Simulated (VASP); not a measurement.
# Ga3As (P6/mmm) in VASP: notebook, part 2 of 2

VASP 6.6.1. The steps go on from the part before.

### Step 4. Relaxation of cell and atoms, PBE

This run uses another cell than the first one, of 22.31 Å³/atom.

Contents of INCAR:

```
SYSTEM = Ga3As
PREC     = Accurate       ! precision mode
ENCUT    = 600            ! plane-wave cutoff, eV
EDIFF    = 1E-7           ! SCF threshold, eV
ISMEAR   = 0              ! smearing method
SIGMA    = 0.1            ! smearing width, eV
LREAL    = .FALSE.        ! projectors in reciprocal space
LASPH    = .TRUE.         ! aspherical terms in the spheres
NELM     = 80             ! most SCF steps
ALGO     = Fast           ! electronic algorithm
ISIF     = 3              ! what is computed and relaxed
LWAVE    = .FALSE.        ! write WAVECAR
LCHARG   = .FALSE.        ! write CHGCAR
GGA      = PE             ! functional
IBRION   = 2              ! ionic algorithm
NSW      = 90             ! ionic steps
EDIFFG   = -0.04          ! ionic threshold
```

Contents of KPOINTS:

```
Automatic mesh
0
G
  6 6 4
  0 0 0
```

Contents of POSCAR:

```
Ga3As
1.0
    3.8533919500      0.0000000000      0.0000000000
   -1.9266959800      3.3371353200      0.0000000000
    0.0000000000      0.0000000000      6.9398003900
Ga As
3 1
Direct
    0.3333333300      0.6666666700      0.0000000000
    0.6666666700      0.3333333300      0.0000000000
    0.0000000000      0.0000000000      0.0000000000
    0.0000000000      0.0000000000      0.5000000000
```

Potentials or basis: VASP PAW PBE potentials, release 64 (Ga_d, As).

Launch:

```sh
> cat potpaw_PBE.64/Ga_d/POTCAR potpaw_PBE.64/As/POTCAR > POTCAR
> mpirun -np 1 vasp_std > vasp.out
```

OUTCAR:

```text
SYSTEM = Ga3As
   PREC = Accurate
   ENCUT = 600
   EDIFF = 1E-7
   ISMEAR = 0
   LREAL = .FALSE.
   LASPH = .TRUE.
   NELM = 80
   ISIF = 3
   GGA = PE
   IBRION = 2
   NSW = 90
   EDIFFG = -0.04

 ion  position               nearest neighbor table
   1  0.333  0.667  0.000-   2 2.22   2 2.22   3 2.22   3 2.22   3 2.22   2 2.22
   2  0.667  0.333  0.000-   1 2.22   1 2.22   3 2.22   3 2.22   3 2.22   1 2.22
   3  0.000  0.000  0.000-   1 2.22   2 2.22   2 2.22   1 2.22   2 2.22   1 2.22
   4  0.000  0.000  0.500-

  LATTYP: Found a hexagonal cell.
 ALAT       =     3.8533919500
 C/A-ratio  =     1.8009588643

  Lattice vectors:

 A1 = (   3.8533919500,   0.0000000000,   0.0000000000)
 A2 = (  -1.9266959800,   3.3371353200,   0.0000000000)
 A3 = (   0.0000000000,   0.0000000000,   6.9398003900)

Analysis of symmetry for initial positions (statically):
=====================================================================
 Subroutine PRICEL returns:
 Original cell was already a primitive cell.

 Routine SETGRP: Setting up the symmetry group for a
 hexagonal supercell.

 Subroutine GETGRP returns: Found 24 space group operations
 (whereof 24 operations were pure point group operations)
 out of a pool of 24 trial point group operations.
[... 174 lines left out ...]
  Total       27.5739469     27.5739469     -4.4074977     -0.0000000     -0.0000000      0.0000000
  in kB      495.0459763    495.0459765    -79.1295498     -0.0000007     -0.0000000      0.0000000
  external PRESSURE =     303.6541343 kB  Pullay stress =       0.0000000 kB
[... 95 lines left out ...]
  FREE ENERGIE OF THE ION-ELECTRON SYSTEM (eV)
  ---------------------------------------------------
  free  energy   TOTEN  =       -10.0598178871 eV

  energy  without entropy=      -10.0321980979  energy(sigma->0) =      -10.04600799

 E-fermi :   4.7494     XC(G=0): -10.1170

 val. band max:        4.7400898003   @ k =   0.1667  -0.0000   0.2500
 cond. band min:       4.7884333893   @ k =   0.3333   0.0000   0.0000
 fundamental gap:      0.0483435890
 Fermi energy:         4.7494218883

 k-point     1 :       0.0000    0.0000    0.0000
  band No.  band energies     occupation
      1     -12.2685      2.00000
      2     -11.2848      2.00000
      3     -11.2848      2.00000
      4     -11.0565      2.00000
      5     -11.0565      2.00000
      6     -10.2547      2.00000
[... 598 lines left out ...]
     25       7.1997      0.00000
     26      14.5560      0.00000

[... ionic steps 4 to 9 ...]

--------------------------------------- Ionic step       10  -------------------------------------------

 number of electron      44.0000000 magnetization

------------------------ aborting loop because EDIFF is reached ----------------------------------------
[... 71 lines left out ...]
--------------------------------------- Ionic step       12  -------------------------------------------

 number of electron      44.0000002 magnetization

 Free energy of the ion-electron system (eV)
  ---------------------------------------------------
  ext. energy  EPLUGINS =         0.00000000
  ---------------------------------------------------
  free energy    TOTEN  =       -11.88870047 eV

  energy without entropy =      -11.88064734  energy(sigma->0) =      -11.88467391

 E-fermi :   2.7365     XC(G=0):  -9.1865

 val. band max:        2.7305576834   @ k =   0.0000   0.0000   0.2500
 cond. band min:       2.7508510235   @ k =   0.3333   0.0000   0.0000
 fundamental gap:      0.0202933400
 Fermi energy:         2.7365469855

 k-point     1 :       0.0000    0.0000    0.0000
  band No.  band energies     occupation
      1     -12.2626      2.00000
      2     -12.1223      2.00000
      3     -12.1223      2.00000
      4     -12.1206      2.00000
      5     -12.1206      2.00000
      6     -12.0668      2.00000
[... 629 lines left out ...]
  FREE ENERGIE OF THE ION-ELECTRON SYSTEM (eV)
  ---------------------------------------------------
  free  energy   TOTEN  =       -11.8887004740 eV

  energy  without entropy=      -11.8806473385  energy(sigma->0) =      -11.88467391

 reached required accuracy - stopping structural energy minimisation
```

OSZICAR:

```text
N       E                     dE             d eps       ncg     rms          rms(c)
DAV:   1     0.326686405957E+03    0.32669E+03   -0.24765E+04  1092   0.311E+03
DAV:   2     0.305218931075E+02   -0.29616E+03   -0.29167E+03  1172   0.555E+02
DAV:   3    -0.500634995092E+01   -0.35528E+02   -0.34966E+02  1250   0.164E+02
[... 357 lines left out ...]
RMM:   7    -0.118886993570E+02   -0.33610E-05   -0.27665E-05  1447   0.446E-02    0.162E-03
RMM:   8    -0.118887000065E+02   -0.64955E-06   -0.86662E-06  1346   0.214E-02    0.960E-04
RMM:   9    -0.118887003061E+02   -0.29953E-06   -0.26999E-06  1170   0.107E-02    0.142E-04
RMM:  10    -0.118887004330E+02   -0.12692E-06   -0.11616E-06   732   0.507E-03    0.840E-05
RMM:  11    -0.118887004740E+02   -0.40952E-07   -0.44780E-07   664   0.330E-03
  12 F= -.11888700E+02 E0= -.11884674E+02  d E =-.243816E-02
```

CONTCAR:

```text
Ga3As
   1.00000000000000
     4.8938412678566525   -0.0000000014893299   -0.0000000000000000
    -2.4469206415681679    4.2381908618000503    0.0000000000000000
    -0.0000000000000000   -0.0000000000000000    4.9882693824906932
  Ga              As
     3     1
Direct
     0.3333333300000021    0.6666666699999979    1.0000000000000000
     0.6666666699999979    0.3333333300000021    0.0000000000000000
     0.0000000000000000    0.0000000000000000    0.0000000000000000
     0.0000000000000000    0.0000000000000000    0.5000000000000000

  0.00000000E+00  0.00000000E+00  0.00000000E+00
  0.00000000E+00  0.00000000E+00  0.00000000E+00
  0.00000000E+00  0.00000000E+00  0.00000000E+00
  0.00000000E+00  0.00000000E+00  0.00000000E+00
```

It took 11 min on 1 thread of Intel Xeon 6975P-C (Granite Rapids), shared host; peak memory 0.27 GiB.

What came out:

| Item | Value |
| --- | --- |
| Free energy | -11.8887 eV |
| Relaxed volume | 25.87 Å³/atom |
| Relaxed cell | a = 4.894 Å, b = 4.894 Å, c = 4.988 Å, α = 90.00°, β = 90.00°, γ = 120.00° |
| Space group after relaxing (to 0.1 Å) | P6/mmm (No. 191) |
| Pressure after relaxing | -0.1 GPa |
| Band gap on the k mesh | zero (bands 22 and 23 overlap by 1.07 eV) |

Final structure:
```xyz
4
Lattice="4.8938 0.0000 0.0000 -2.4469 4.2382 0.0000 0.0000 0.0000 4.9883" Properties=species:S:1:pos:R:3 pbc="T T T"
Ga    0.0000    2.8255    4.9883
Ga    2.4469    1.4127    0.0000
Ga    0.0000    0.0000    0.0000
As    0.0000    0.0000    2.4941
```

Caveat: the volume moved by over 15 % at a fixed basis, so the end points are rough; the highest band is partly filled, so the run has too few bands.

### Step 5. Single point, PBE

This run uses another cell than the first one, of 25.64 Å³/atom.

Contents of INCAR:

```
PREC = Accurate
ENCUT = 520
EDIFF = 1E-6
ISMEAR = 0
SIGMA = 0.1
LREAL = F
LASPH = T
NELM = 100
ALGO = Fast
ISIF = 2
LWAVE = F
LCHARG = T
GGA = PE
LELF = T
LVHAR = T
NBANDS = 30
```

Contents of KPOINTS:

```
regular mesh
0
Gamma
  12 12 10
```

Contents of POSCAR:

```
Ga3As
1.0
    4.9078372067      0.0000000000      0.0000000000
   -2.4539186034      4.2503116986      0.0000000000
    0.0000000000      0.0000000000      4.9174099742
Ga As
3 1
Direct
    0.3333333333      0.6666666667      0.0000000000
    0.6666666667      0.3333333333      0.0000000000
    0.0000000000      0.0000000000      0.0000000000
    0.0000000000      0.0000000000      0.5000000000
```

Launch:

```sh
> cat potpaw_PBE.64/Ga_d/POTCAR potpaw_PBE.64/As/POTCAR > POTCAR
> mpirun -np 1 vasp_std > vasp.out
```

Run time: 2.6 min. Hardware: 1 thread of Intel Xeon 6975P-C (Granite Rapids), shared host; peak memory 0.45 GiB.

The run converged. Its results:

```yaml
Free_energy: -11.9681 eV
Pressure: 0.1 GPa
Band_gap_on_the_k_mesh: zero (bands 22 and 23 overlap by 1.10 eV)
```

Stress tensor (GPa, compression positive):
```
0.08 0.00 0.00
0.00 0.08 0.00
0.00 0.00 0.16
```

Levels at points of the mesh, in eV from the Fermi level:
```
           k point  band 18  band 19  band 20  band 21  band 22  band 23  band 24  band 25  band 26  band 27
(0.00, 0.00, 0.00)    -3.91    -1.78    -1.78    -1.48    -1.29    -0.27    -0.27     2.12     2.41     2.41
(0.50, 0.00, 0.00)    -5.64    -3.41    -3.26    -2.63    -0.28     1.07     1.10     3.32     4.72     4.84
(0.00, 0.00, 0.50)    -3.16    -1.31    -0.40    -0.40    -0.20    -0.20    -0.19    -0.08    -0.08     3.98
(0.50, 0.00, 0.50)    -7.00    -3.55    -2.59    -2.35    -0.54     1.49     2.58     3.75     4.84     4.95
```

### Step 6. Overview

| task | cell | k mesh | cutoff (eV) | gap on the mesh (eV) | pressure (GPa) | relaxed volume (Å³/atom) |
| --- | --- | --- | --- | --- | --- | --- |
| relaxation of cell and atoms | relaxed from a = 4.895, b = 4.895, c = 4.976 Å, angles 90.0, 90.0, 120.0°, 4 atoms | 12 × 12 × 10 | 600 | - | 0.0 | 25.66 |
| single point | a = 4.895, b = 4.895, c = 4.976 Å, angles 90.0, 90.0, 120.0°, 4 atoms | 6 × 6 × 4 | 520 | none | 0.1 | - |
| relaxation of cell and atoms | relaxed from a = 3.853, b = 3.853, c = 6.940 Å, angles 90.0, 90.0, 120.0°, 4 atoms | 6 × 6 × 4 | 600 | none | -0.1 | 25.87 |
| single point | a = 4.908, b = 4.908, c = 4.917 Å, angles 90.0, 90.0, 120.0°, 4 atoms | 12 × 12 × 10 | 520 | none | 0.1 | - |

Alike in all rows: level PBE; potentials or basis VASP PAW PBE potentials, release 64 (Ga_d, As); no spin polarisation; smearing gaussian 0.1 eV.

Caveats: the highest band is partly filled, so the run has too few bands (at least some runs); the volume moved by over 15 % at a fixed basis, so the end points are rough (at least some runs).

Total energies depend on the potentials used, so only differences within one code and one set of settings carry meaning.

The gap in the log of VASP goes by the Fermi energy; the results here count the filled bands.